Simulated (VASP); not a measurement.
# Te (Fd-3m) in VASP: further runs

The runs below take Te through single point, with PBE.

All numbers are computed with VASP 6.6.1; they aren't measurements. Logs are shortened: lines on timing, memory, paths and dates and some standing lists are left out, and cuts for length are marked.

### Step 1. The cell of the first run

Symmetry: Fd-3m, No. 227, cubic system. Conventional cell: a = 4.929 Å, b = 4.929 Å, c = 4.929 Å, α = 90.00°, β = 90.00°, γ = 90.00°. Te (site symmetry -43m) has 4 Te at 2.13 Å within 2.8 Å.

This isn't the form of Te at room conditions, which is trigonal, of chains.

### Step 2. Single point, PBE

File INCAR:

```
SYSTEM = Te
  PREC = Accurate
  ENCUT = 520
  EDIFF = 1E-6
  ISMEAR = -1
  SIGMA = 0.08
  LREAL = .FALSE.
  LASPH = .TRUE.
  NELM = 100
  ALGO = Normal
  ISIF = 2
  LWAVE = .FALSE.
  LCHARG = .TRUE.
  GGA = PE
  LELF = .TRUE.
  LVHAR = .TRUE.
  NBANDS = 13
```

File KPOINTS:

```
regular mesh
0
G
  13 13 13
  0 0 0
```

File POSCAR:

```
Te
1.0
    0.0000000000      2.4646274390      2.4646274390
    2.4646274390      0.0000000000      2.4646274390
    2.4646274390      2.4646274390      0.0000000000
Te
2
Direct
   -0.1250000000     -0.1250000000     -0.1250000000
    0.1250000000      0.1250000000      0.1250000000
```

Potentials or basis: VASP PAW PBE potentials, release 64 (Te).

Command:

```console
> cat potpaw_PBE.64/Te/POTCAR > POTCAR
> mpirun -np 1 vasp_std > vasp.out
```

OUTCAR:

```text
SYSTEM = Te
   PREC = Accurate
   ENCUT = 520
   EDIFF = 1E-6
   ISMEAR = -1
   LREAL = .FALSE.
   LASPH = .TRUE.
   NELM = 100
   ISIF = 2
   GGA = PE

 ion  position               nearest neighbor table
   1  0.875  0.875  0.875-   2 2.13   2 2.13   2 2.13   2 2.13
   2  0.125  0.125  0.125-   1 2.13   1 2.13   1 2.13   1 2.13

  LATTYP: Found a face centered cubic cell.
 ALAT       =     4.9292548780

  Lattice vectors:

 A1 = (   0.0000000000,   2.4646274390,   2.4646274390)
 A2 = (   2.4646274390,   0.0000000000,   2.4646274390)
 A3 = (   2.4646274390,   2.4646274390,   0.0000000000)

Analysis of symmetry for initial positions (statically):
=====================================================================
 Subroutine PRICEL returns:
 Original cell was already a primitive cell.

 Routine SETGRP: Setting up the symmetry group for a
 face centered cubic supercell.

 Subroutine GETGRP returns: Found 48 space group operations
 (whereof 12 operations were pure point group operations)
 out of a pool of 48 trial point group operations.

The static configuration has the point symmetry D_3d.
 The point group associated with its full space group is O_h .

Analysis of symmetry for dynamics (positions and initial velocities):
=====================================================================
 Subroutine PRICEL returns:
 Original cell was already a primitive cell.

 Routine SETGRP: Setting up the symmetry group for a
 face centered cubic supercell.

 Subroutine GETGRP returns: Found 48 space group operations
 (whereof 12 operations were pure point group operations)
 out of a pool of 48 trial point group operations.

The dynamic configuration has the point symmetry D_3d.
 The point group associated with its full space group is O_h .

 Subroutine INISYM returns: Found 48 space group operations
 (whereof 12 operations are pure point group operations),
 and found     1 'primitive' translations

----------------------------------------------------------------------------------------

                                     Primitive cell

  volume of cell :      29.9422

  direct lattice vectors                    reciprocal lattice vectors
     0.000000000  2.464627439  2.464627439    -0.202870419  0.202870419  0.202870419
     2.464627439  0.000000000  2.464627439     0.202870419 -0.202870419  0.202870419
[... 93 lines left out ...]
   POTIM  = 0.5000    time-step for ionic-motion
   TEBEG  =    0.0;   TEEND  =   0.0 temperature during run
   PSTRESS=    0.0 pullay stress
   NELECT =      12.0000    total number of electrons
   NUPDOWN=      -1.0000    fix difference up-down
   EMIN   =  10.00;   EMAX   =-10.00  energy-range for DOS
   EFERMI =   0.00;   METHOD = LEGACY
   ISMEAR =    -1;   SIGMA  =   0.08  broadening in eV -4-tet -1-fermi 0-gaus
   EFERMI_NEDOS =   21; number of points for ismear=-14 and -15
   IALGO  =     38    algorithm
   IMIX   =      4    mixing-type and parameters
     AMIX     =   0.40;   BMIX     =  1.00
     AMIX_MAG =   1.60;   BMIX_MAG =  1.00
  volume/ion in A,a.u.               =      14.97       101.03
  Fermi-wavevector in a.u.,A,eV,Ry     =   1.207000  2.280899 19.821637  1.456849
  Thomas-Fermi vector in A             =   2.342651
   LORBIT       =      0    0 simple, 1 ext, 2 COOP (PROOUT), +10 PAW based schemes
   GGA     = PE    functional components
   LHFCALC =     F    Hartree Fock is set to
   AEXX    =    0.0000 exact exchange contribution
   IVDW    =     0    specifies the selected vdW correction
   LEPSILON=     F    determine dielectric tensor
   LRPA    =     F    only Hartree local field effects (RPA)
 non-spin polarized calculation
  energy-cutoff  :      520.00
  volume of cell :       29.94
 maximum number of plane-waves:       826
 NGX is ok and might be reduce to    28
   NGX = 13   NGY = 13   NGZ = 13

 number of electron      11.9999999 magnetization

 Free energy of the ion-electron system (eV)
  ---------------------------------------------------
  ext. energy  EPLUGINS =         0.00000000
  ---------------------------------------------------
  free energy    TOTEN  =        18.89590654 eV

  energy without entropy =       18.91628417  energy(sigma->0) =       18.90609535

 E-fermi :  20.4677     XC(G=0): -12.8612

 val. band max:       20.4585364855   @ k =   0.3077   0.0769   0.0000
 cond. band min:      20.5364515363   @ k =   0.1538   0.1538   0.0000
 fundamental gap:      0.0779150508
 Fermi energy:        20.4677122280

 k-point     1 :       0.0000    0.0000    0.0000
  band No.  band energies     occupation
      1      -3.5685      2.00000
      2      14.8814      2.00000
      3      14.8814      2.00000
      4      14.8814      2.00000
      5      17.8321      2.00000
      6      17.8321      2.00000
      7      17.8321      2.00000
      8      19.7054      1.99985
      9      22.5093      0.00000
     10      26.0705      0.00000
     11      26.0705      0.00000
     12      26.0705      0.00000
     13      26.3647      0.00000
[... 354 lines left out ...]
  band No.  band energies     occupation
      1      -0.2843      2.00000
      2       4.8821      2.00000
      3      10.4920      2.00000
      4      11.3759      2.00000
      5      17.6590      2.00000
      6      20.3401      1.66270
      7      21.2363      0.00013
      8      22.5530      0.00000
      9      25.2229      0.00000
     10      27.9261      0.00000
     11      29.1414      0.00000
     12      29.7984      0.00000
     13      31.4990      0.00000

 [... further k-points ...]

------------------------ aborting loop because EDIFF is reached ----------------------------------------

  FORCE on cell =-STRESS in cart. coord.  units (eV):
  Direction    XX          YY          ZZ          XY          YZ          ZX
  --------------------------------------------------------------------------------------
  -------------------------------------------------------------------------------------
  Total       63.9912893     63.9912893     63.9912893     -0.0000000      0.0000000      0.0000000
  in kB     3424.1092215   3424.1092215   3424.1092215     -0.0000000      0.0000000      0.0000000
  external PRESSURE =    3424.1092215 kB  Pullay stress =       0.0000000 kB

 VOLUME and BASIS-vectors are now :
 -----------------------------------------------------------------------------
  energy-cutoff  :      520.00
  volume of cell :       29.94
      direct lattice vectors                 reciprocal lattice vectors
     0.000000000  2.464627439  2.464627439    -0.202870419  0.202870419  0.202870419
     2.464627439  0.000000000  2.464627439     0.202870419 -0.202870419  0.202870419
     2.464627439  2.464627439  0.000000000     0.202870419  0.202870419 -0.202870419

 POSITION                                       TOTAL-FORCE (eV/Angst)
 -----------------------------------------------------------------------------------
      4.31310      4.31310      4.31310        -0.000000     -0.000000     -0.000000
      0.61616      0.61616      0.61616         0.000000      0.000000      0.000000
 -----------------------------------------------------------------------------------
    total drift:                               -0.000000     -0.000000     -0.000000

  FREE ENERGIE OF THE ION-ELECTRON SYSTEM (eV)
  ---------------------------------------------------
  free  energy   TOTEN  =        18.8959065373 eV

  energy  without entropy=       18.9162841724  energy(sigma->0) =       18.90609535
```

OSZICAR:

```text
N       E                     dE             d eps       ncg     rms          rms(c)
DAV:   1     0.714493045529E+02    0.71449E+02   -0.49801E+03  2184   0.795E+02
DAV:   2     0.203313803891E+02   -0.51118E+02   -0.48834E+02  2851   0.140E+02
DAV:   3     0.182529850045E+02   -0.20784E+01   -0.20593E+01  2875   0.286E+01
DAV:   4     0.182330509356E+02   -0.19934E-01   -0.19920E-01  2590   0.343E+00
DAV:   5     0.182327930332E+02   -0.25790E-03   -0.25789E-03  2866   0.402E-01    0.542E+01
DAV:   6     0.186856274883E+02    0.45283E+00   -0.13913E-01  2474   0.209E+00    0.331E+01
DAV:   7     0.188885472308E+02    0.20292E+00   -0.19332E-01  2489   0.255E+00    0.139E+00
DAV:   8     0.188958659452E+02    0.73187E-02   -0.25408E-02  2434   0.923E-01    0.335E-01
DAV:   9     0.188958841087E+02    0.18164E-04   -0.69575E-04  2876   0.167E-01    0.199E-01
DAV:  10     0.188958774552E+02   -0.66535E-05   -0.41386E-05  2499   0.390E-02    0.435E-02
DAV:  11     0.188959073802E+02    0.29925E-04   -0.60858E-06  2599   0.158E-02    0.329E-03
DAV:  12     0.188959065373E+02   -0.84288E-06   -0.83496E-08  1742   0.236E-03
   1 F= 0.18895907E+02 E0= 0.18906095E+02  d E =-.203776E-01
```

Wall time 22 s (1 thread of AMD EPYC 9R45 (Zen 5), shared host); peak memory 0.13 GiB.

Results:

```yaml
Free_energy: 18.8959 eV
Pressure: 342.4 GPa
Band_gap_on_the_k_mesh: zero (bands 6 and 7 overlap by 4.72 eV)
```

Caveat: the cell stands under pressure; spin-orbit coupling is left out, which moves the levels of the heavy elements.

### Step 3. Single point, PBE

File INCAR:

```
SYSTEM = Te
ALGO = Normal ; EDIFF = 1E-6
ENCUT = 520 ; GGA = PE
ISIF = 2 ; ISMEAR = -1
LASPH = .TRUE. ; LCHARG = .TRUE.
LELF = .TRUE. ; LREAL = .FALSE.
LVHAR = .TRUE. ; LWAVE = .FALSE.
NBANDS = 13 ; NELM = 60
PREC = Accurate ; SIGMA = 0.08
```

File KPOINTS:

```
k-points
0
G
  13 13 13
  0 0 0
```

File POSCAR:

```
Te
1.0
    0.0000000000      2.4642883940      2.4642883940
    2.4642883940      0.0000000000      2.4642883940
    2.4642883940      2.4642883940      0.0000000000
Te
2
Direct
   -0.1250000000     -0.1250000000     -0.1250000000
    0.1250000000      0.1250000000      0.1250000000
```

Potentials or basis: VASP PAW PBE potentials, release 64 (Te).

Command:

```console
> cat potpaw_PBE.64/Te/POTCAR > POTCAR
> mpirun -np 1 vasp_std > vasp.out
```

OUTCAR:

```text
SYSTEM = Te
   EDIFF = 1E-6
   ENCUT = 520
   GGA = PE
   ISIF = 2
   ISMEAR = -1
   LASPH = .TRUE.
   LREAL = .FALSE.
   NELM = 60
   PREC = Accurate

 ion  position               nearest neighbor table
   1  0.875  0.875  0.875-   2 2.13   2 2.13   2 2.13   2 2.13
   2  0.125  0.125  0.125-   1 2.13   1 2.13   1 2.13   1 2.13

  LATTYP: Found a face centered cubic cell.
 ALAT       =     4.9285767880

  Lattice vectors:

 A1 = (   0.0000000000,   2.4642883940,   2.4642883940)
 A2 = (   2.4642883940,   0.0000000000,   2.4642883940)
 A3 = (   2.4642883940,   2.4642883940,   0.0000000000)

Analysis of symmetry for initial positions (statically):
=====================================================================
 Subroutine PRICEL returns:
 Original cell was already a primitive cell.

 Routine SETGRP: Setting up the symmetry group for a
 face centered cubic supercell.

 Subroutine GETGRP returns: Found 48 space group operations
 (whereof 12 operations were pure point group operations)
 out of a pool of 48 trial point group operations.

The static configuration has the point symmetry D_3d.
 The point group associated with its full space group is O_h .

Analysis of symmetry for dynamics (positions and initial velocities):
=====================================================================
 Subroutine PRICEL returns:
 Original cell was already a primitive cell.

 Routine SETGRP: Setting up the symmetry group for a
 face centered cubic supercell.

 Subroutine GETGRP returns: Found 48 space group operations
 (whereof 12 operations were pure point group operations)
 out of a pool of 48 trial point group operations.

The dynamic configuration has the point symmetry D_3d.
 The point group associated with its full space group is O_h .

 Subroutine INISYM returns: Found 48 space group operations
 (whereof 12 operations are pure point group operations),
 and found     1 'primitive' translations

[... 119 lines left out ...]
   GGA     = PE    functional components
   LHFCALC =     F    Hartree Fock is set to
   AEXX    =    0.0000 exact exchange contribution
   IVDW    =     0    specifies the selected vdW correction
   LEPSILON=     F    determine dielectric tensor
   LRPA    =     F    only Hartree local field effects (RPA)
 non-spin polarized calculation
  energy-cutoff  :      520.00
  volume of cell :       29.93
 maximum number of plane-waves:       825
 NGX is ok and might be reduce to    28
   NGX = 13   NGY = 13   NGZ = 13

 number of electron      11.9999999 magnetization

 Free energy of the ion-electron system (eV)
  ---------------------------------------------------
  ext. energy  EPLUGINS =         0.00000000
  ---------------------------------------------------
  free energy    TOTEN  =        18.92232883 eV

  energy without entropy =       18.94269753  energy(sigma->0) =       18.93251318

 E-fermi :  20.4780     XC(G=0): -12.8633

 val. band max:       20.4686560313   @ k =   0.3077   0.0769   0.0000
 cond. band min:      20.5470534768   @ k =   0.1538   0.1538   0.0000
 fundamental gap:      0.0783974455
 Fermi energy:        20.4780440710

 k-point     1 :       0.0000    0.0000    0.0000
  band No.  band energies     occupation
      1      -3.5647      2.00000
      2      14.8915      2.00000
      3      14.8915      2.00000
      4      14.8915      2.00000
      5      17.8413      2.00000
      6      17.8413      2.00000
      7      17.8413      2.00000
      8      19.7198      1.99985
      9      22.5180      0.00000
     10      26.0786      0.00000
     11      26.0786      0.00000
     12      26.0786      0.00000
     13      26.3753      0.00000
[... 354 lines left out ...]
  band No.  band energies     occupation
      1      -0.2789      2.00000
      2       4.8884      2.00000
      3      10.4999      2.00000
      4      11.3838      2.00000
      5      17.6682      2.00000
      6      20.3513      1.65978
      7      21.2463      0.00014
      8      22.5628      0.00000
      9      25.2317      0.00000
     10      27.9360      0.00000
     11      29.1530      0.00000
     12      29.8095      0.00000
     13      31.5116      0.00000

 [... further k-points ...]

------------------------ aborting loop because EDIFF is reached ----------------------------------------

  FORCE on cell =-STRESS in cart. coord.  units (eV):
  Direction    XX          YY          ZZ          XY          YZ          ZX
  --------------------------------------------------------------------------------------
  -------------------------------------------------------------------------------------
  Total       64.0454131     64.0454131     64.0454131      0.0000000     -0.0000000      0.0000000
  in kB     3428.4200237   3428.4200237   3428.4200237      0.0000000     -0.0000000      0.0000000
  external PRESSURE =    3428.4200237 kB  Pullay stress =       0.0000000 kB

 VOLUME and BASIS-vectors are now :
 -----------------------------------------------------------------------------
  energy-cutoff  :      520.00
  volume of cell :       29.93
      direct lattice vectors                 reciprocal lattice vectors
     0.000000000  2.464288394  2.464288394    -0.202898330  0.202898330  0.202898330
     2.464288394  0.000000000  2.464288394     0.202898330 -0.202898330  0.202898330
     2.464288394  2.464288394  0.000000000     0.202898330  0.202898330 -0.202898330

 POSITION                                       TOTAL-FORCE (eV/Angst)
 -----------------------------------------------------------------------------------
      4.31250      4.31250      4.31250         0.000000     -0.000000     -0.000000
      0.61607      0.61607      0.61607        -0.000000      0.000000      0.000000
 -----------------------------------------------------------------------------------
    total drift:                               -0.000000     -0.000000     -0.000000

  FREE ENERGIE OF THE ION-ELECTRON SYSTEM (eV)
  ---------------------------------------------------
  free  energy   TOTEN  =        18.9223288323 eV

  energy  without entropy=       18.9426975331  energy(sigma->0) =       18.93251318
```

OSZICAR:

```text
N       E                     dE             d eps       ncg     rms          rms(c)
DAV:   1     0.708664452274E+02    0.70866E+02   -0.50595E+03  2184   0.797E+02
DAV:   2     0.203243516573E+02   -0.50542E+02   -0.48145E+02  2782   0.138E+02
DAV:   3     0.182785260788E+02   -0.20458E+01   -0.20255E+01  2864   0.286E+01
DAV:   4     0.182582871562E+02   -0.20239E-01   -0.20220E-01  2578   0.345E+00
DAV:   5     0.182580230965E+02   -0.26406E-03   -0.26405E-03  2896   0.407E-01    0.542E+01
DAV:   6     0.187116639336E+02    0.45364E+00   -0.13946E-01  2424   0.210E+00    0.331E+01
DAV:   7     0.189149660119E+02    0.20330E+00   -0.19367E-01  2554   0.256E+00    0.139E+00
DAV:   8     0.189222877796E+02    0.73218E-02   -0.25401E-02  2374   0.922E-01    0.338E-01
DAV:   9     0.189223064944E+02    0.18715E-04   -0.70082E-04  2916   0.167E-01    0.199E-01
DAV:  10     0.189222998552E+02   -0.66392E-05   -0.41647E-05  2464   0.391E-02    0.437E-02
DAV:  11     0.189223296808E+02    0.29826E-04   -0.60927E-06  2679   0.158E-02    0.322E-03
DAV:  12     0.189223288323E+02   -0.84846E-06   -0.83734E-08  1727   0.237E-03
   1 F= 0.18922329E+02 E0= 0.18932513E+02  d E =-.203687E-01
```

Run time: 22 s. Hardware: 1 thread of AMD EPYC 9R45 (Zen 5), shared host; peak memory 0.14 GiB.

What came out:

| Property | Result |
| --- | --- |
| Free energy | 18.9223 eV |
| Pressure | 342.8 GPa |
| Band gap on the k mesh | zero (bands 6 and 7 overlap by 4.72 eV) |

Caveat: the cell stands under pressure; spin-orbit coupling is left out, which moves the levels of the heavy elements.
